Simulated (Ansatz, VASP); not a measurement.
# One calculation of GaSb, two programs

```
Ga Sb
1.0
     0.00000    3.10703    3.10703
     3.10703    0.00000    3.10703
     3.10703    3.10703    0.00000
Ga Sb
1 1
Direct
  0.00000 0.00000 0.00000
  0.25000 0.25000 0.25000
```

Alike in both runs: functional PBE; k mesh 16 × 16 × 16; occupations gaussian, width 0.1 eV; no spin polarisation.

Ansatz relaxed the structure, and its values are those at the end. VASP's run is a single point on that final structure, the one shown.

|  | VASP | Ansatz |
| --- | --- | --- |
| version | VASP 6.6.1 | Ansatz 0.2.0 |
| potentials or method | VASP PAW PBE potentials, release 64 (Ga_d, Sb), cutoff 520 eV | scalar-relativistic, plane waves, PAW |
| valence electrons in the cell | 18 | 28 |

```tsv
	VASP	Ansatz	Ansatz less VASP
gap on the k mesh at the Fermi level (eV)	none	none	-
pressure (GPa)	0.1	0.0	-0.07
```

A gap of «none» marks a metal or a gap that the smearing closes. With one functional, cell and mesh, what is left measures potentials, basis and numerics. VASP's potentials hold 18 valence electrons a cell and Ansatz's 28, so a difference there can come from the potentials and not from the codes.

Neither program's run includes spin-orbit coupling.
